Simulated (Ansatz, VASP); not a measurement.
## CaSe: VASP beside Ansatz

```xyz
2
Lattice="0.0000 2.9560 2.9560 2.9560 0.0000 2.9560 2.9560 2.9560 0.0000" Properties=species:S:1:pos:R:3 pbc="T T T"
Ca    0.0000    0.0000    0.0000
Se    2.9560    2.9560    2.9560
```

Alike in both runs: task single point; functional PBE; k mesh 7 × 7 × 7; occupations fermi-dirac, width 0.02 eV; non-collinear spin, spin-orbit coupling.

|  | VASP | Ansatz |
| --- | --- | --- |
| version | VASP 6.6.1 | Ansatz 0.2.0 |
| potentials or method | VASP PAW PBE potentials, release 64 (Ca_sv, Se), cutoff 500 eV | all-electron LAPW |

VASP gave:

- pressure (GPa): 1.4
- net moment per atom (μB): 0.00

Estimate Ansatz's values.

pressure (GPa): 1.2; net moment per atom (μB): 0.00.

Ansatz ran all-electron here, and VASP with PAW potentials.
